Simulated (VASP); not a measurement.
Here is a VASP 6.6.1 calculation.

File INCAR:

```
SYSTEM = ZrB2
  PREC = Accurate
  ENCUT = 520
  EDIFF = 1E-6
  ISMEAR = 0
  SIGMA = 0.05
  LREAL = .False.
  LASPH = .True.
  NELM = 60
  ALGO = Normal
  ISIF = 2
  LWAVE = .False.
  LCHARG = .True.
  GGA = PE
  LELF = .True.
  LVHAR = .True.
  NBANDS = 16
```

KPOINTS

```
regular mesh
0
Gamma
  14 14 12
  0 0 0
```

File POSCAR:

```
ZrB2
1.0
    3.1711983625      0.0000000000      0.0000000000
   -1.5855991813      2.7463383424      0.0000000000
    0.0000000000      0.0000000000      3.5420340349
Zr B
1 2
Direct
    0.0000000000      0.0000000000      0.0000000000
    0.3333333333      0.6666666667      0.5000000000
    0.6666666667      0.3333333333      0.5000000000
```

Potentials or basis: VASP PAW PBE potentials, release 64 (Zr_sv, B).

Launch:

```sh
$ cat potpaw_PBE.64/Zr_sv/POTCAR potpaw_PBE.64/B/POTCAR > POTCAR
$ mpirun -np 1 vasp_std > vasp.out
```

Question: What does it give for the band gap on the k mesh?

Answer: Zero (band 9 reaches 11.27 eV, above the bottom of band 10 at 10.29 eV).

Question: What does it give for the pressure?

Answer: 0.1 GPa.
